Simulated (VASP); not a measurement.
# WSe2 (P6_3/mmc) in VASP: further runs

Runs on WSe2. Level: PBEsol+U. Tasks: single point.

Program: VASP 6.6.1. These are calculated values, not measurements. Logs are shortened: lines on timing, memory, paths and dates and some standing lists are left out, and cuts for length are marked.

### Step 1. The cell of the first run

It takes space group P6_3/mmc (No. 194, hexagonal). The conventional cell has a = 3.290 Å, b = 3.290 Å, c = 12.970 Å, α = 90.00°, β = 90.00°, γ = 120.00°. Within 3.3 Å of W (site symmetry -6m2) lie 6 Se at 2.53 Å and 6 W at 3.29 Å. Se (site symmetry 3m) has 3 W at 2.53 Å and 7 Se at 3.29 to 3.35 Å within 3.4 Å.

### Step 2. Single point, PBEsol+U, collinear spin

INCAR

```
ALGO = Normal
EDIFF = 1E-6
ENCUT = 520
GGA = PS
ISIF = 2
ISMEAR = 0
ISPIN = 2
LASPH = T
LCHARG = F
LDAU = T
LDAUJ = 0 0
LDAUL = 2 -1
LDAUPRINT = 1
LDAUTYPE = 2
LDAUU = 6 0
LMAXMIX = 4
LORBIT = 11
LREAL = F
LWAVE = F
MAGMOM = 0.5 0.5 0 0 0 0
NBANDS = 39
NELM = 150
NUPDOWN = 1.0
PREC = Accurate
SIGMA = 0.05
```

KPOINTS

```
k-points
0
Gamma
  7 7 2
```

POSCAR

```
WSe2
1.0
    3.2899988200      0.0000000000      0.0000000000
   -1.6449994100      2.8492225500      0.0000000000
    0.0000000000      0.0000000000     12.9700014400
W Se
2 4
Direct
    0.3333333333      0.6666666667      0.2500000000
    0.6666666667      0.3333333333      0.7500000000
    0.3333333333      0.6666666667      0.6210000000
    0.6666666667      0.3333333333      0.1210000000
    0.3333333333      0.6666666667      0.8790000000
    0.6666666667      0.3333333333      0.3790000000
```

Potentials or basis: VASP PAW PBE potentials, release 64 (W_sv, Se).

Launch:

```sh
$ cat potpaw_PBE.64/W_sv/POTCAR potpaw_PBE.64/Se/POTCAR > POTCAR
$ mpirun -np 1 vasp_std > vasp.out
```

OUTCAR:

```text
EDIFF = 1E-6
   ENCUT = 520
   GGA = PS
   ISIF = 2
   ISMEAR = 0
   ISPIN = 2
   LASPH = T
   LORBIT = 11
   LREAL = F
   NELM = 150
   NUPDOWN = 1.0
   PREC = Accurate

 ion  position               nearest neighbor table
   1  0.333  0.667  0.250-   4 2.53   6 2.53   4 2.53   6 2.53   4 2.53   6 2.53
   2  0.667  0.333  0.750-   3 2.53   5 2.53   3 2.53   5 2.53   3 2.53   5 2.53
   3  0.333  0.667  0.621-   2 2.53   2 2.53   2 2.53
   4  0.667  0.333  0.121-   1 2.53   1 2.53   1 2.53
   5  0.333  0.667  0.879-   2 2.53   2 2.53   2 2.53
   6  0.667  0.333  0.379-   1 2.53   1 2.53   1 2.53

  LATTYP: Found a hexagonal cell.
 ALAT       =     3.2899988200
 C/A-ratio  =     3.9422510917

  Lattice vectors:

 A1 = (   3.2899988200,   0.0000000000,   0.0000000000)
 A2 = (  -1.6449994100,   2.8492225500,   0.0000000000)
 A3 = (   0.0000000000,   0.0000000000,  12.9700014400)

Analysis of symmetry for initial positions (statically):
=====================================================================
 Subroutine PRICEL returns:
 Original cell was already a primitive cell.

 Routine SETGRP: Setting up the symmetry group for a
 hexagonal supercell.

 Subroutine GETGRP returns: Found 24 space group operations
 (whereof 12 operations were pure point group operations)
 out of a pool of 24 trial point group operations.

The static configuration has the point symmetry D_3d.
 The point group associated with its full space group is D_6h.

Analysis of symmetry for dynamics (positions and initial velocities):
=====================================================================
 Subroutine PRICEL returns:
 Original cell was already a primitive cell.

 Routine SETGRP: Setting up the symmetry group for a
 hexagonal supercell.

 Subroutine GETGRP returns: Found 24 space group operations
 (whereof 12 operations were pure point group operations)
 out of a pool of 24 trial point group operations.

The dynamic configuration has the point symmetry D_3d.
 The point group associated with its full space group is D_6h.

Analysis of structural, dynamic, and magnetic symmetry:
=====================================================================
 Subroutine PRICEL returns:
 Original cell was already a primitive cell.

 Routine SETGRP: Setting up the symmetry group for a
 hexagonal supercell.

 Subroutine GETGRP returns: Found 24 space group operations
 (whereof 12 operations were pure point group operations)
 out of a pool of 24 trial point group operations.

The overall configuration has the point symmetry D_3d.
 The point group associated with its full space group is D_6h.

 Subroutine INISYM returns: Found 24 space group operations
 (whereof 12 operations are pure point group operations),
 and found     1 'primitive' translations

----------------------------------------------------------------------------------------

                                     Primitive cell

  volume of cell :     121.5800

  direct lattice vectors                    reciprocal lattice vectors
     3.289998820  0.000000000  0.000000000     0.303951477  0.175486467  0.000000000
    -1.644999410  2.849222550  0.000000000     0.000000000  0.350972935  0.000000000
     0.000000000  0.000000000 12.970001440     0.000000000  0.000000000  0.077100994
[... 151 lines left out ...]
  o =  0.3056  v =  0.0000  0.0000  0.0000  0.0000  0.0000  0.0000  0.0000 -0.0000  1.0000  0.0000      0.0000  0.0000  0.0000  0.0000  0.0000  0.0000  0.0000  0.0000  0.0000  0.0000
  o =  0.3241  v =  0.0000  1.0000 -0.0000  0.0000  0.0000  0.0000  0.0000  0.0000  0.0000  0.0000      0.0000  0.0000  0.0000  0.0000  0.0000  0.0000  0.0000  0.0000  0.0000  0.0000
  o =  0.3241  v =  0.0000  0.0000 -0.0000 -1.0000 -0.0000  0.0000  0.0000  0.0000  0.0000  0.0000      0.0000  0.0000  0.0000  0.0000  0.0000  0.0000  0.0000  0.0000  0.0000  0.0000
  o =  0.3415  v =  0.0000 -0.0000  0.0000 -0.0000  1.0000  0.0000  0.0000  0.0000  0.0000  0.0000      0.0000  0.0000  0.0000  0.0000  0.0000  0.0000  0.0000  0.0000  0.0000  0.0000
  o =  0.3415  v =  1.0000  0.0000  0.0000  0.0000  0.0000  0.0000  0.0000  0.0000  0.0000  0.0000      0.0000  0.0000  0.0000  0.0000  0.0000  0.0000  0.0000  0.0000  0.0000  0.0000
  o =  0.5298  v =  0.0000  0.0000  1.0000  0.0000 -0.0000  0.0000  0.0000  0.0000  0.0000  0.0000      0.0000  0.0000  0.0000  0.0000  0.0000  0.0000  0.0000  0.0000  0.0000  0.0000

atom =   2  type =  1  l = 2

 onsite density matrix

spin component  1

  0.3415  0.0000 -0.0000 -0.0000 -0.0000
  0.0000  0.3241  0.0000 -0.0000 -0.0000
 -0.0000  0.0000  0.5298 -0.0000 -0.0000
 -0.0000 -0.0000 -0.0000  0.3241  0.0000
 -0.0000 -0.0000 -0.0000  0.0000  0.3415

spin component  2

  0.2781 -0.0000 -0.0000  0.0000 -0.0000
 -0.0000  0.3056 -0.0000 -0.0000 -0.0000
 -0.0000 -0.0000  0.2431  0.0000 -0.0000
  0.0000 -0.0000  0.0000  0.3056 -0.0000
 -0.0000 -0.0000 -0.0000 -0.0000  0.2781

 occupancies and eigenvectors

  o =  0.2431  v =  0.0000  0.0000  0.0000  0.0000  0.0000  0.0000  0.0000 -1.0000 -0.0000 -0.0000      0.0000  0.0000  0.0000  0.0000  0.0000  0.0000  0.0000  0.0000  0.0000  0.0000
  o =  0.2781  v =  0.0000  0.0000  0.0000  0.0000  0.0000  0.0000  0.0000  0.0000  0.0000 -1.0000      0.0000  0.0000  0.0000  0.0000  0.0000  0.0000  0.0000  0.0000  0.0000  0.0000
  o =  0.2781  v =  0.0000  0.0000  0.0000  0.0000  0.0000  1.0000  0.0000  0.0000  0.0000  0.0000      0.0000  0.0000  0.0000  0.0000  0.0000  0.0000  0.0000  0.0000  0.0000  0.0000
  o =  0.3056  v =  0.0000  0.0000  0.0000  0.0000  0.0000  0.0000  1.0000  0.0000  0.0000  0.0000      0.0000  0.0000  0.0000  0.0000  0.0000  0.0000  0.0000  0.0000  0.0000  0.0000
  o =  0.3056  v =  0.0000  0.0000  0.0000  0.0000  0.0000  0.0000 -0.0000  0.0000  1.0000  0.0000      0.0000  0.0000  0.0000  0.0000  0.0000  0.0000  0.0000  0.0000  0.0000  0.0000
  o =  0.3241  v =  0.0000  1.0000 -0.0000 -0.0000 -0.0000  0.0000  0.0000  0.0000  0.0000  0.0000      0.0000  0.0000  0.0000  0.0000  0.0000  0.0000  0.0000  0.0000  0.0000  0.0000
  o =  0.3241  v =  0.0000 -0.0000  0.0000 -1.0000  0.0000  0.0000  0.0000  0.0000  0.0000  0.0000      0.0000  0.0000  0.0000  0.0000  0.0000  0.0000  0.0000  0.0000  0.0000  0.0000
  o =  0.3415  v =  0.0000 -0.0000 -0.0000 -0.0000 -1.0000  0.0000  0.0000  0.0000  0.0000  0.0000      0.0000  0.0000  0.0000  0.0000  0.0000  0.0000  0.0000  0.0000  0.0000  0.0000
  o =  0.3415  v =  1.0000  0.0000  0.0000  0.0000  0.0000  0.0000  0.0000  0.0000  0.0000  0.0000      0.0000  0.0000  0.0000  0.0000  0.0000  0.0000  0.0000  0.0000  0.0000  0.0000
  o =  0.5298  v =  0.0000 -0.0000 -1.0000  0.0000  0.0000  0.0000  0.0000  0.0000  0.0000  0.0000      0.0000  0.0000  0.0000  0.0000  0.0000  0.0000  0.0000  0.0000  0.0000  0.0000

 number of electron      51.9999991 magnetization       1.0000000

 Free energy of the ion-electron system (eV)
  ---------------------------------------------------
  ext. energy  EPLUGINS =         0.00000000
  ---------------------------------------------------
  free energy    TOTEN  =       -32.44886154 eV

  energy without entropy =      -32.44675817  energy(sigma->0) =      -32.44780985

 E-fermi :   5.9150     XC(G=0): -10.9238

 val. band max:        7.2995517081   @ k =   0.2857   0.0000   0.0000
 cond. band min:       5.9452245629   @ k =   0.2857   0.2857   0.0000
 fundamental gap:     -1.3543271452
 Fermi energy:         7.5287287465

 spin component 1

 k-point     1 :       0.0000    0.0000    0.0000
  band No.  band energies     occupation
      1     -68.9737      1.00000
      2     -68.9737      1.00000
      3     -33.1674      1.00000
      4     -33.1673      1.00000
      5     -33.1075      1.00000
      6     -33.1075      1.00000
[... 645 lines left out ...]
     37      12.8717      0.00000
     38      12.8717      0.00000
 Fermi energy:         5.9149768248

 spin component 2

 k-point     1 :       0.0000    0.0000    0.0000
  band No.  band energies     occupation
      1     -68.7635      1.00000
      2     -68.7635      1.00000
      3     -32.8600      1.00000
      4     -32.8600      1.00000
      5     -32.8600      1.00000
      6     -32.8600      1.00000
[... 645 lines left out ...]
     37      13.0581      0.00000
     38      13.0581      0.00000
 [bands above 38 left out]

------------------------ aborting loop because EDIFF is reached ----------------------------------------

  FORCE on cell =-STRESS in cart. coord.  units (eV):
  Direction    XX          YY          ZZ          XY          YZ          ZX
  --------------------------------------------------------------------------------------
  -------------------------------------------------------------------------------------
  Total        4.0260811      4.0260810      3.6853434     -0.0000000      0.0000000      0.0000000
  in kB       53.0555666     53.0555663     48.5653374     -0.0000000      0.0000000      0.0000000
  external PRESSURE =      51.5588234 kB  Pullay stress =       0.0000000 kB

 VOLUME and BASIS-vectors are now :
 -----------------------------------------------------------------------------
  energy-cutoff  :      520.00
  volume of cell :      121.58
      direct lattice vectors                 reciprocal lattice vectors
     3.289998820  0.000000000  0.000000000     0.303951477  0.175486467  0.000000000
    -1.644999410  2.849222550  0.000000000     0.000000000  0.350972935  0.000000000
     0.000000000  0.000000000 12.970001440     0.000000000  0.000000000  0.077100994

 POSITION                                       TOTAL-FORCE (eV/Angst)
 -----------------------------------------------------------------------------------
     -0.00000      1.89948      3.24250        -0.000000      0.000000      0.000000
      1.64500      0.94974      9.72750         0.000000      0.000000      0.000000
     -0.00000      1.89948      8.05437        -0.000000      0.000000     -0.548872
      1.64500      0.94974      1.56937        -0.000000     -0.000000     -0.548872
     -0.00000      1.89948     11.40063         0.000000      0.000000      0.548872
      1.64500      0.94974      4.91563        -0.000000     -0.000000      0.548872
 -----------------------------------------------------------------------------------
    total drift:                               -0.000000      0.000000     -0.000000

  FREE ENERGIE OF THE ION-ELECTRON SYSTEM (eV)
  ---------------------------------------------------
  free  energy   TOTEN  =       -32.4488615379 eV

  energy  without entropy=      -32.4467581669  energy(sigma->0) =      -32.44780985

 total charge

# of ion       s       p       d       tot
------------------------------------------
    1        2.337   6.301   3.222  11.859
    2        2.337   6.301   3.222  11.859
    3        1.477   2.363   0.073   3.914
    4        1.477   2.363   0.073   3.914
    5        1.477   2.363   0.073   3.914
    6        1.477   2.363   0.073   3.914
--------------------------------------------------
tot         10.580  22.055   6.737  39.373

 magnetization (x)

# of ion       s       p       d       tot
------------------------------------------
    1        0.012   0.002   0.446   0.460
    2        0.012   0.002   0.446   0.460
    3        0.001  -0.017   0.002  -0.013
    4        0.001  -0.017   0.002  -0.013
    5        0.001  -0.017   0.002  -0.013
    6        0.001  -0.017   0.002  -0.013
--------------------------------------------------
tot          0.030  -0.064   0.901   0.866
```

Run time: 4.3 min. Hardware: 1 thread of Intel Xeon Platinum 8259CL at 2.50GHz (Skylake/Cascade Lake), shared host; peak memory 0.33 GiB.

What came out:

```yaml
Free_energy: -32.4489 eV
Pressure: 5.2 GPa
Largest_force: 0.549 eV/Å
Net_moment: 1.00 μB per cell
Site_moments: W +0.46; Se -0.01 μB
Valence_electrons_inside_the_program's_atomic_spheres: W 11.86; Se 3.91
```

Forces on the atoms (eV/Å):
```
W    0.000  0.000  0.000
W    0.000  0.000  0.000
Se   0.000  0.000 -0.549
Se   0.000  0.000 -0.549
Se   0.000  0.000  0.549
Se   0.000  0.000  0.549
```

Eigenvalues of the final occupation matrices:
| site | spin | trace | eigenvalues |
| --- | --- | --- | --- |
| site 1 d | 1 | 1.86 | 0.32 0.32 0.34 0.34 0.53 |
| site 1 d | 2 | 1.41 | 0.24 0.28 0.28 0.31 0.31 |
| site 2 d | 1 | 1.86 | 0.32 0.32 0.34 0.34 0.53 |
| site 2 d | 2 | 1.41 | 0.24 0.28 0.28 0.31 0.31 |

Caveat: the cell stands under pressure; the PAW data sets were made with another functional, which shifts forces and pressure a little; spin-orbit coupling is left out, which moves the levels of the heavy elements; this functional lacks dispersion, which binds layers or chains, so the pressure and a relaxed spacing across them are unreliable; the total moment is fixed, so each spin has its own Fermi level and the state may be an excited one.

### Step 3. Single point, PBEsol+U, collinear spin, zero start

INCAR

```
SYSTEM = WSe2
ALGO = Normal ; EDIFF = 1E-7
ENCUT = 520 ; GGA = PS
ISIF = 2 ; ISMEAR = 0
ISPIN = 2 ; LASPH = .True.
LCHARG = .False. ; LDAU = .True.
LDAUJ = 0 0 ; LDAUL = 2 -1
LDAUPRINT = 1 ; LDAUTYPE = 2
LDAUU = 6 0 ; LMAXMIX = 4
LORBIT = 11 ; LREAL = .False.
LWAVE = .False. ; MAGMOM = 0 0 0 0 0 0
NBANDS = 39 ; NELM = 150
NUPDOWN = 0.0 ; PREC = Accurate
SIGMA = 0.05
```

KPOINTS

```
k-points
0
Gamma
  7 7 2
  0 0 0
```

POSCAR is that of step 2.

Potentials or basis: VASP PAW PBE potentials, release 64 (W_sv, Se).

Launch:

```sh
$ cat potpaw_PBE.64/W_sv/POTCAR potpaw_PBE.64/Se/POTCAR > POTCAR
$ mpirun -np 1 vasp_std > vasp.out
```

Run time: 3.4 min. Hardware: 1 thread of Intel Xeon Platinum 8259CL at 2.50GHz (Skylake/Cascade Lake), shared host; peak memory 0.32 GiB.

It converged, with:

```
Free energy                                           : -33.1718 eV
Pressure                                              : 3.4 GPa
Largest force                                         : 0.458 eV/Å
Net moment                                            : 0.00 μB per cell
Valence electrons inside the program's atomic spheres : W 11.85; Se 3.91
```

Forces on the atoms (eV/Å):
```
W    0.000  0.000  0.000
W    0.000  0.000  0.000
Se   0.000  0.000 -0.458
Se   0.000  0.000 -0.458
Se   0.000  0.000  0.458
Se   0.000  0.000  0.458
```

Stress tensor (GPa, compression positive):
```
2.70 0.00 0.00
0.00 2.70 0.00
0.00 0.00 4.74
```

Eigenvalues of the final occupation matrices:
```tsv
site	spin	trace	eigenvalues
site 1 d	1	1.63	0.32 0.32 0.32 0.32 0.35
site 1 d	2	1.63	0.32 0.32 0.32 0.32 0.35
site 2 d	1	1.63	0.32 0.32 0.32 0.32 0.35
site 2 d	2	1.63	0.32 0.32 0.32 0.32 0.35
```

Caveat: the cell stands under pressure; the PAW data sets were made with another functional, which shifts forces and pressure a little; spin-orbit coupling is left out, which moves the levels of the heavy elements; this functional lacks dispersion, which binds layers or chains, so the pressure and a relaxed spacing across them are unreliable; the total moment is fixed, so each spin has its own Fermi level.
